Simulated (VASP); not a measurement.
# WS2 in VASP: settings compared

The runs below take WS2 through single point, with r2SCAN, PBE, BLYP+D4.

All numbers are computed with VASP 6.6.1; they aren't measurements. Logs are shortened: lines on timing, memory, paths and dates and some standing lists are left out, and cuts for length are marked.

## 1. The cell of the first run

Symmetry: R3m, No. 160, trigonal system. Conventional cell: a = 3.094 Å, b = 3.094 Å, c = 18.113 Å, α = 90.00°, β = 90.00°, γ = 120.00°. Within 3.1 Å of W (site symmetry 3m) lie 6 S at 2.34 to 2.37 Å and 6 W at 3.09 Å. S (site symmetry 3m) has 3 W at 2.37 Å and 7 S at 3.07 to 3.09 Å within 3.1 Å. S (site symmetry 3m) has 3 W at 2.34 Å and 7 S at 3.07 to 3.09 Å within 3.1 Å.

## 2. Single point, r2SCAN

Input file POSCAR:

```
WS2
1.0
    1.5467664657      0.8930260354      6.0375157167
   -1.5467664657      0.8930260354      6.0375157167
    0.0000000000     -1.7860520706      6.0375157167
W S
1 2
Direct
    0.0000000000      0.0000000000      0.0000000000
    0.5810000000      0.5810000000      0.5810000000
    0.7503000000      0.7503000000      0.7503000000
```

Input file INCAR.step1:

```
  PREC = Accurate
  ENCUT = 520
  ISMEAR = -1
  SIGMA = 0.05
  LREAL = False
  LASPH = True
  NELM = 60
  NBANDS = 20
  GGA = PE
  ALGO = Normal
  EDIFF = 1E-4
  LWAVE = True
  LCHARG = False
```

Input file INCAR.step2:

```
  PREC = Accurate
  ENCUT = 520
  EDIFF = 1E-7
  ISMEAR = -1
  SIGMA = 0.05
  LREAL = False
  LASPH = True
  NELM = 60
  ALGO = Normal
  ISIF = 2
  LWAVE = False
  LCHARG = False
  METAGGA = R2SCAN
  LMIXTAU = True
  NBANDS = 20
  ISTART = 1
```

Input file KPOINTS:

```
regular mesh
0
Gamma
  10 10 10
```

Potentials or basis: VASP PAW PBE potentials, release 64 (W_sv, S).

The run is started by

```
$ cat potpaw_PBE.64/W_sv/POTCAR potpaw_PBE.64/S/POTCAR > POTCAR
$ cp INCAR.step1 INCAR
$ mpirun -np 1 vasp_std > vasp.out
$ cp INCAR.step2 INCAR
$ mpirun -np 1 vasp_std > vasp.out
```

OUTCAR:

```text
PREC = Accurate
   ENCUT = 520
   EDIFF = 1E-7
   ISMEAR = -1
   LREAL = False
   LASPH = True
   NELM = 60
   ISIF = 2
   METAGGA = R2SCAN
   ISTART = 1

 ion  position               nearest neighbor table
   1  0.000  0.000  0.000-   3 2.34   3 2.34   3 2.34   2 2.37   2 2.37   2 2.37
   2  0.581  0.581  0.581-   1 2.37   1 2.37   1 2.37
   3  0.750  0.750  0.750-   1 2.34   1 2.34   1 2.34

  LATTYP: Found a trigonal (rhomboedric) cell.
 ALAT       =     6.2961558136
 COS(alpha) =     0.8792940837

  Lattice vectors:

 A1 = (   1.5467664657,   0.8930260354,   6.0375157167)
 A2 = (  -1.5467664657,   0.8930260354,   6.0375157167)
 A3 = (   0.0000000000,  -1.7860520706,   6.0375157167)

Analysis of symmetry for initial positions (statically):
=====================================================================
 Subroutine PRICEL returns:
 Original cell was already a primitive cell.

 Routine SETGRP: Setting up the symmetry group for a
 trigonal (rhombohedral) supercell.

 Subroutine GETGRP returns: Found  6 space group operations
 (whereof  6 operations were pure point group operations)
 out of a pool of 12 trial point group operations.

The static configuration has the point symmetry C_3v.

Analysis of symmetry for dynamics (positions and initial velocities):
=====================================================================
 Subroutine PRICEL returns:
 Original cell was already a primitive cell.

 Routine SETGRP: Setting up the symmetry group for a
 trigonal (rhombohedral) supercell.

 Subroutine GETGRP returns: Found  6 space group operations
 (whereof  6 operations were pure point group operations)
 out of a pool of 12 trial point group operations.

The dynamic configuration has the point symmetry C_3v.

 Subroutine INISYM returns: Found  6 space group operations
 (whereof  6 operations are pure point group operations),
 and found     1 'primitive' translations

----------------------------------------------------------------------------------------

                                     Primitive cell

  volume of cell :      50.0378

  direct lattice vectors                    reciprocal lattice vectors
[... 81 lines left out ...]
   ISTART =      1    job   : 0-new  1-cont  2-samecut
   ICHARG =      0    charge: 1-file 2-atom 10-const
   ISPIN  =      1    spin polarized calculation?
   LNONCOLLINEAR =      F non collinear calculations
   LSORBIT =      F    spin-orbit coupling
   LASPH  =      T    aspherical Exc in radial PAW
   ENCUT  =  520.0 eV  38.22 Ry    6.18 a.u.  11.71 11.71 11.71*2*pi/ulx,y,z
   NELM   =     60;   NELMIN=  2; NELMDL=  0     # of ELM steps
   EDIFF  = 0.1E-06   stopping-criterion for ELM
   LREAL  =      F    real-space projection
   EDIFFG = 0.1E-05   stopping-criterion for IOM
   NSW    =      0    number of steps for IOM
   IBRION =     -1    ionic relax: 0-MD 1-quasi-New 2-CG
   NFREE  =      0    steps in history (QN), initial steepest desc. (CG)
   ISIF   =      2    stress and relaxation
   ISYM   =      2    0-nonsym 1-usesym 2-fastsym
   POTIM  = 0.5000    time-step for ionic-motion
   TEBEG  =    0.0;   TEEND  =   0.0 temperature during run
   PSTRESS=    0.0 pullay stress
   NELECT =      26.0000    total number of electrons
   NUPDOWN=      -1.0000    fix difference up-down
   EMIN   =  10.00;   EMAX   =-10.00  energy-range for DOS
   EFERMI =   0.00;   METHOD = LEGACY
   ISMEAR =    -1;   SIGMA  =   0.05  broadening in eV -4-tet -1-fermi 0-gaus
   EFERMI_NEDOS =   21; number of points for ismear=-14 and -15
   IALGO  =     38    algorithm
   IMIX   =      4    mixing-type and parameters
     AMIX     =   0.40;   BMIX     =  1.00
     AMIX_MAG =   1.60;   BMIX_MAG =  1.00
  volume/ion in A,a.u.               =      16.68       112.56
  Fermi-wavevector in a.u.,A,eV,Ry     =   1.316133  2.487131 23.568098  1.732206
  Thomas-Fermi vector in A             =   2.446267
   LORBIT       =      0    0 simple, 1 ext, 2 COOP (PROOUT), +10 PAW based schemes
   METAGGA = R2SCAN    functional components
   LHFCALC =     F    Hartree Fock is set to
   AEXX    =    0.0000 exact exchange contribution
   IVDW    =     0    specifies the selected vdW correction
   LEPSILON=     F    determine dielectric tensor
   LRPA    =     F    only Hartree local field effects (RPA)
 non-spin polarized calculation
  energy-cutoff  :      520.00
  volume of cell :       50.04
 maximum number of plane-waves:      1366
   NGX = 23   NGY = 23   NGZ = 23

 number of electron      25.9999998 magnetization

 Free energy of the ion-electron system (eV)
  ---------------------------------------------------
  ext. energy  EPLUGINS =         0.00000000
  ---------------------------------------------------
  free energy    TOTEN  =       -69.87068938 eV

  energy without entropy =      -69.87068924  energy(sigma->0) =      -69.87068931

 E-fermi :   8.7676     XC(G=0): -12.0039

 val. band max:        8.2531986332   @ k =   0.5000   0.5000   0.5000
 cond. band min:       9.3741927944   @ k =  -0.2000   0.2000   0.0000
 fundamental gap:      1.1209941612
 Fermi energy:         8.7675728128

 k-point     1 :       0.0000    0.0000    0.0000
  band No.  band energies     occupation
      1     -68.3312      2.00000
      2     -32.0306      2.00000
      3     -31.7724      2.00000
      4     -31.7724      2.00000
      5      -8.7173      2.00000
      6      -6.3879      2.00000
[... 541 lines left out ...]
     19      16.0952      0.00000
     20      17.5124      0.00000

 [... further k-points ...]

------------------------ aborting loop because EDIFF is reached ----------------------------------------

  FORCE on cell =-STRESS in cart. coord.  units (eV):
  Direction    XX          YY          ZZ          XY          YZ          ZX
  --------------------------------------------------------------------------------------
  -------------------------------------------------------------------------------------
  Total        4.8457217      4.8457217      4.7341829      0.0000000      0.0000000      0.0000000
  in kB      155.1567433    155.1567433    151.5853479      0.0000000      0.0000000      0.0000000
  external PRESSURE =     153.9662782 kB  Pullay stress =       0.0000000 kB

 VOLUME and BASIS-vectors are now :
 -----------------------------------------------------------------------------
  energy-cutoff  :      520.00
  volume of cell :       50.04
      direct lattice vectors                 reciprocal lattice vectors
     1.546766466  0.893026035  6.037515717     0.323255004  0.186631364  0.055210346
    -1.546766466  0.893026035  6.037515717    -0.323255004  0.186631364  0.055210346
     0.000000000 -1.786052071  6.037515717     0.000000000 -0.373262727  0.055210346

 POSITION                                       TOTAL-FORCE (eV/Angst)
 -----------------------------------------------------------------------------------
      0.00000      0.00000      0.00000         0.000000     -0.000000     -0.714067
      0.00000      0.00000     10.52339         0.000000     -0.000000     -0.825028
      0.00000      0.00000     13.58984         0.000000      0.000000      1.539096
 -----------------------------------------------------------------------------------
    total drift:                                0.000000      0.000000     -0.000043

  FREE ENERGIE OF THE ION-ELECTRON SYSTEM (eV)
  ---------------------------------------------------
  free  energy   TOTEN  =       -69.8706893803 eV

  energy  without entropy=      -69.8706892413  energy(sigma->0) =      -69.87068931
```

OUTCAR.step1:

```text
PREC = Accurate
   ENCUT = 520
   ISMEAR = -1
   LREAL = False
   LASPH = True
   NELM = 60
[... 775 lines left out ...]
      0.00000      0.00000      0.00000         0.000000     -0.000000     -0.703141
      0.00000      0.00000     10.52339         0.000000     -0.000000     -1.058719
      0.00000      0.00000     13.58984         0.000000      0.000000      1.761860
 -----------------------------------------------------------------------------------
    total drift:                                0.000000      0.000000     -0.000517

  FREE ENERGIE OF THE ION-ELECTRON SYSTEM (eV)
  ---------------------------------------------------
  free  energy   TOTEN  =       -23.3975258014 eV

  energy  without entropy=      -23.3975253955  energy(sigma->0) =      -23.39752560
```

OSZICAR.step1:

```text
N       E                     dE             d eps       ncg     rms          rms(c)
DAV:   1     0.201486796791E+03    0.20149E+03   -0.13122E+04  4640   0.131E+03
DAV:   2    -0.141491764187E+02   -0.21564E+03   -0.20866E+03  5400   0.350E+02
DAV:   3    -0.244663492843E+02   -0.10317E+02   -0.10203E+02  5820   0.719E+01
DAV:   4    -0.246130509490E+02   -0.14670E+00   -0.14659E+00  5536   0.919E+00
DAV:   5    -0.246155016169E+02   -0.24507E-02   -0.24506E-02  5860   0.125E+00    0.310E+01
DAV:   6    -0.235504983241E+02    0.10650E+01   -0.47017E+00  5164   0.155E+01    0.131E+01
DAV:   7    -0.234345797507E+02    0.11592E+00   -0.10473E+00  4896   0.589E+00    0.576E+00
DAV:   8    -0.233992854672E+02    0.35294E-01   -0.22286E-01  5340   0.321E+00    0.152E+00
DAV:   9    -0.233978581777E+02    0.14273E-02   -0.11791E-02  5932   0.750E-01    0.658E-01
DAV:  10    -0.233975504977E+02    0.30768E-03   -0.48473E-03  5316   0.472E-01    0.684E-02
DAV:  11    -0.233975258014E+02    0.24696E-04   -0.43899E-04  5144   0.147E-01
   1 F= -.23397526E+02 E0= -.23397526E+02  d E =-.405906E-06
```

It took 31 min on 1 thread of Intel Xeon 8259CL, shared host; peak memory 0.43 GiB.

What came out:

- Free energy: -69.8707 eV
- Pressure: 15.4 GPa
- Largest force: 1.539 eV/Å
- Band gap on the k mesh: 1.12 eV (least direct gap 2.54 eV)

Forces in eV/Å, atoms in the order of the input:
```
W    0.000  0.000 -0.714
S    0.000  0.000 -0.825
S    0.000  0.000  1.539
```

Caveat: the cell stands under pressure; the PAW data sets were made with another functional, which shifts forces and pressure a little; spin-orbit coupling is left out, which moves the levels of the heavy elements.

## 3. Single point, r2SCAN

This run uses another cell than the first one, of 18.45 Å³/atom.

Input file POSCAR:

```
WS2
1.0
    1.5997786986      0.9236326623      6.2444391255
   -1.5997786986      0.9236326623      6.2444391255
    0.0000000000     -1.8472653246      6.2444391255
W S
1 2
Direct
    0.0000000000      0.0000000000      0.0000000000
    0.5810000000      0.5810000000      0.5810000000
    0.7503000000      0.7503000000      0.7503000000
```

Input file INCAR.step1:

```
SYSTEM = WS2
ALGO = Normal
EDIFF = 1E-4
ENCUT = 520
GGA = PE
ISMEAR = -1
LASPH = .TRUE.
LCHARG = .FALSE.
LREAL = .FALSE.
LWAVE = .TRUE.
NBANDS = 20
NELM = 80
PREC = Accurate
SIGMA = 0.05
```

Input file INCAR.step2:

```
SYSTEM = WS2
ALGO = Normal
EDIFF = 1E-6
ENCUT = 520
ISIF = 2
ISMEAR = -1
ISTART = 1
LASPH = .TRUE.
LCHARG = .FALSE.
LMIXTAU = .TRUE.
LREAL = .FALSE.
LWAVE = .FALSE.
METAGGA = R2SCAN
NBANDS = 20
NELM = 80
PREC = Accurate
SIGMA = 0.05
```

Input file KPOINTS:

```
k-points
0
G
  10 10 10
  0 0 0
```

Potentials or basis: VASP PAW PBE potentials, release 64 (W_sv, S).

The run is started by

```
$ cat potpaw_PBE.64/W_sv/POTCAR potpaw_PBE.64/S/POTCAR > POTCAR
$ cp INCAR.step1 INCAR
$ mpirun -np 1 vasp_std > vasp.out
$ cp INCAR.step2 INCAR
$ mpirun -np 1 vasp_std > vasp.out
```

OUTCAR:

```text
SYSTEM = WS2
   EDIFF = 1E-6
   ENCUT = 520
   ISIF = 2
   ISMEAR = -1
   ISTART = 1
   LASPH = .TRUE.
   LREAL = .FALSE.
   METAGGA = R2SCAN
   NELM = 80
   PREC = Accurate

 ion  position               nearest neighbor table
   1  0.000  0.000  0.000-   3 2.42   3 2.42   3 2.42   2 2.45   2 2.45   2 2.45
   2  0.581  0.581  0.581-   1 2.45   1 2.45   1 2.45
   3  0.750  0.750  0.750-   1 2.42   1 2.42   1 2.42

  LATTYP: Found a trigonal (rhomboedric) cell.
 ALAT       =     6.5119435786
 COS(alpha) =     0.8792940837

  Lattice vectors:

[... 741 lines left out ...]

  FORCE on cell =-STRESS in cart. coord.  units (eV):
  Direction    XX          YY          ZZ          XY          YZ          ZX
  --------------------------------------------------------------------------------------
  -------------------------------------------------------------------------------------
  Total       -1.0807883     -1.0807883     -1.6532327      0.0000000     -0.0000000      0.0000000
  in kB      -31.2786025    -31.2786025    -47.8454548      0.0000000     -0.0000000      0.0000000
  external PRESSURE =     -36.8008866 kB  Pullay stress =       0.0000000 kB

 VOLUME and BASIS-vectors are now :
 -----------------------------------------------------------------------------
  energy-cutoff  :      520.00
  volume of cell :       55.36
      direct lattice vectors                 reciprocal lattice vectors
     1.599778699  0.923632662  6.244439125     0.312543229  0.180446917  0.053380828
    -1.599778699  0.923632662  6.244439125    -0.312543229  0.180446917  0.053380828
     0.000000000 -1.847265325  6.244439125     0.000000000 -0.360893835  0.053380828

 POSITION                                       TOTAL-FORCE (eV/Angst)
 -----------------------------------------------------------------------------------
      0.00000      0.00000      0.00000         0.000000      0.000000     -0.566451
      0.00000      0.00000     10.88406         0.000000     -0.000000      0.980453
      0.00000      0.00000     14.05561         0.000000     -0.000000     -0.414002
 -----------------------------------------------------------------------------------
    total drift:                               -0.000000     -0.000000     -0.000010

  FREE ENERGIE OF THE ION-ELECTRON SYSTEM (eV)
  ---------------------------------------------------
  free  energy   TOTEN  =       -70.0398271953 eV

  energy  without entropy=      -70.0398271172  energy(sigma->0) =      -70.03982716
```

OUTCAR.step1:

```text
SYSTEM = WS2
   EDIFF = 1E-4
   ENCUT = 520
   GGA = PE
   ISMEAR = -1
   LASPH = .TRUE.
   LREAL = .FALSE.
   NELM = 80
[... 774 lines left out ...]
      0.00000      0.00000      0.00000         0.000000      0.000000     -0.557280
      0.00000      0.00000     10.88406         0.000000     -0.000000      0.742796
      0.00000      0.00000     14.05561         0.000000     -0.000000     -0.185516
 -----------------------------------------------------------------------------------
    total drift:                                0.000000     -0.000000     -0.001005

  FREE ENERGIE OF THE ION-ELECTRON SYSTEM (eV)
  ---------------------------------------------------
  free  energy   TOTEN  =       -23.6245468492 eV

  energy  without entropy=      -23.6245466370  energy(sigma->0) =      -23.62454674
```

Wall time 28 min (1 thread of Intel Xeon 8259CL, shared host); peak memory 0.44 GiB.

What came out:

| Property | Result |
| --- | --- |
| Free energy | -70.0398 eV |
| Pressure | -3.7 GPa |
| Largest force | 0.980 eV/Å |
| Band gap on the k mesh | 1.22 eV (least direct gap 2.25 eV) |

Forces on the atoms (eV/Å):
```
W    0.000  0.000 -0.566
S    0.000  0.000  0.980
S    0.000  0.000 -0.414
```

Levels at points of the mesh, in eV from the valence-band top:
| k point | band 10 | band 11 | band 12 | band 13 | band 14 | band 15 | band 16 | band 17 |
| --- | --- | --- | --- | --- | --- | --- | --- | --- |
| (0.00, 0.00, 0.00) | -2.33 | -2.33 | -1.66 | -1.11 | 2.28 | 2.28 | 2.56 | 2.56 |
| (0.50, 0.00, 0.00) | -4.18 | -2.67 | -1.93 | -1.69 | 2.34 | 2.65 | 3.85 | 3.93 |
| (0.50, 0.50, 0.00) | -4.10 | -3.24 | -2.12 | -1.54 | 2.30 | 2.76 | 3.44 | 4.39 |
| (0.50, 0.50, 0.50) | -3.55 | -2.29 | -2.29 | 0.00 | 2.36 | 2.36 | 2.44 | 2.44 |

Caveat: the cell stands under tension; the PAW data sets were made with another functional, which shifts forces and pressure a little; spin-orbit coupling is left out, which moves the levels of the heavy elements. A k mesh can miss the band edges.

(Continued in part 2 of 2.)
